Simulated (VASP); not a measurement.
HgTe (Coloradoite):

```
Hg Te
1.0
     0.00000    3.32641    3.32641
     3.32641    0.00000    3.32641
     3.32641    3.32641    0.00000
Hg Te
1 1
Direct
  0.00000 0.00000 0.00000
  0.25000 0.25000 0.25000
```

| Item | Value |
| --- | --- |
| Program | VASP 6.6.1 |
| Task | relaxation of cell and atoms |
| Functional | LDA |
| Potentials or basis | VASP PAW LDA potentials, release 64 (Hg, Te) |
| Cutoff | 600 eV |
| k mesh | 12 × 12 × 12 |
| Occupations | gaussian, width 0.1 eV |
| Spin | no spin polarisation |

At the start: pressure -3.5 GPa; volume 36.81 Å³/atom.

Where does the relaxation end?

Over 3 steps the energy falls by 39.3 meV/atom and the volume is 33.51 Å³/atom (-8.9 %); space group F-43m (No. 216, to 0.05 Å).

Step by step:
| step | energy change (eV) | largest force (eV/Å) | pressure (GPa) | volume (Å³) |
| --- | --- | --- | --- | --- |
| 1 | 0.0000 | 0.0000 | -3.48 | 73.61 |
| 2 | -0.0726 | 0.0000 | 1.23 | 65.41 |
| 3 | -0.0786 | 0.0000 | 0.01 | 67.03 |

Final structure:
```
CELL_PARAMETERS angstrom
0.00000 3.22406 3.22406
3.22406 0.00000 3.22406
3.22406 3.22406 0.00000
ATOMIC_POSITIONS crystal
Hg 0.00000 0.00000 0.00000
Te 0.25000 0.25000 0.25000
```
